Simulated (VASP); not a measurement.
# P: single point with RPBE

The system is P.

```xyz
4
Lattice="1.6642 -7.1973 0.0000 1.6642 7.1973 0.0000 0.0000 0.0000 4.7498" Properties=species:S:1:pos:R:3 pbc="T T T"
P     1.6642    6.1488    4.3101
P     1.6642   -1.0485    2.8147
P     1.6642   -6.1488    0.4398
P     1.6642    1.0485    1.9351
```

| Property | Result |
| --- | --- |
| Program | VASP 6.6.1 |
| Task | single point |
| Functional | RPBE |
| Potentials or basis | VASP PAW PBE potentials, release 64 (P) |
| Cutoff | 520 eV |
| k mesh | 9 × 9 × 6 |
| Occupations | fermi-dirac, width 0.05 eV |
| Spin | no spin polarisation |
| Dipole correction | no |
| Further INCAR settings | ALGO = Normal; EDIFF = 1e-07; NBANDS = 18 |

The pressure is -0.4 GPa and the largest force is 0.074 eV/Å. The band gap on the k mesh is 0.91 eV.

Forces in eV/Å, atoms in the order of the input:
```
P    0.000  0.033 -0.066
P    0.000  0.033  0.066
P    0.000 -0.033  0.066
P    0.000 -0.033 -0.066
```

Stress tensor (GPa, compression positive):
```
-0.64  0.00  0.00
 0.00 -0.17  0.00
 0.00  0.00 -0.40
```

Levels at points of the mesh, in eV from the valence-band top:
```tsv
k point	band 8	band 9	band 10	band 11	band 12	band 13
(0.00, 0.00, 0.00)	-1.76	-1.60	-0.09	1.21	1.66	2.56
(0.00, 0.00, 0.50)	-2.53	-1.40	-1.40	2.05	2.05	3.66
```

It took 2.6 min on 1 thread of Intel(R) Xeon(R) 6975P-C (Granite Rapids), with other jobs on the host, peak memory 0.39 GiB.

Caveat: the PAW data sets were made with another functional, which shifts forces and pressure a little; an odd mesh through Γ misses points on the zone boundary, where band edges can lie.
